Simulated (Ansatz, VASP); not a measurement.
# Two plane-wave programs on Ga

Contents of INCAR:

```
SYSTEM = Ga
PREC     = Accurate       ! precision mode
ENCUT    = 520            ! plane-wave cutoff, eV
EDIFF    = 1E-7           ! SCF threshold, eV
ISMEAR   = 0              ! smearing method
SIGMA    = 0.15           ! smearing width, eV
LREAL    = .FALSE.        ! projectors in reciprocal space
LASPH    = .TRUE.         ! aspherical terms in the spheres
NELM     = 60             ! most SCF steps
ALGO     = Fast           ! electronic algorithm
ISIF     = 2              ! what is computed and relaxed
LWAVE    = .FALSE.        ! write WAVECAR
LCHARG   = .TRUE.         ! write CHGCAR
LELF     = .TRUE.         ! ELF
LVHAR    = .TRUE.       
NBANDS   = 34             ! bands
```

The input KPOINTS:

```
regular mesh
0
G
  10 10 10
  0 0 0
```

POSCAR

```
Ga
1.0
    2.2085777266     -3.7454996903     -0.1656433295
    2.2085777266      3.7454996903     -0.1656433295
   -0.3329304646      0.0000000000      3.7732119326
Ga
4
Direct
    0.1560190462      0.8439809538      0.0845038705
    0.6560190462      0.3439809538      0.4154961295
    0.8439809538      0.1560190462      0.9154961295
    0.3439809538      0.6560190462      0.5845038705
```

Input for Ansatz:

```yaml
crystal:
  lattice:
    - [2.2085777266, -3.7454996903, -0.1656433295]
    - [2.2085777266, 3.7454996903, -0.1656433295]
    - [-0.3329304646, 0.0, 3.7732119326]
  atoms:
    - { symbol: Ga, position: [0.1560190462, 0.8439809538, 0.0845038705] }
    - { symbol: Ga, position: [0.6560190462, 0.3439809538, 0.4154961295] }
    - { symbol: Ga, position: [0.8439809538, 0.1560190462, 0.9154961295] }
    - { symbol: Ga, position: [0.3439809538, 0.6560190462, 0.5845038705] }
basis:
  ecutwfc: 420
kpoints:
  mp_grid: { grid: [10, 10, 10] }
hamiltonian:
  xc: lda
  pseudopotentials: { kind: paw }
scf:
  occupations: { method: gaussian, width: 0.15 }
output:
  forces: true
  stress: true
  eigenvalues: true
```

Change from the starting cell: engineering shear strain xz -0.1500, normal strain along z -0.1500.

Alike in both runs: task single point; functional LDA; k mesh 10 × 10 × 10; occupations gaussian, width 0.15 eV; no spin polarisation.

|  | VASP | Ansatz |
| --- | --- | --- |
| version | VASP 6.6.1 | Ansatz 0.2.0 |
| potentials or method | VASP PAW LDA potentials, release 64 (Ga_d), cutoff 520 eV | scalar-relativistic, plane waves, PAW |
| valence electrons in the cell | 52 | 52 |

|  | VASP | Ansatz | Ansatz less VASP |
| --- | --- | --- | --- |
| gap on the k mesh at the Fermi level (eV) | none | none | - |
| pressure (GPa) | 21.7 | 21.2 | -0.51 |
| traceless stress, the component that is largest in VASP (GPa) | -9.13 | -9.11 | +0.019 |
| rms of the force components (eV/Å) | 0.918 | 0.903 | -0.0152 |

LDA's correlation is that of Perdew and Zunger in VASP and of Perdew and Wang (1992) in Ansatz. Atom by atom the forces differ by 0.015 eV/Å (rms over components). A gap of «none» marks a metal or a gap that the smearing closes.
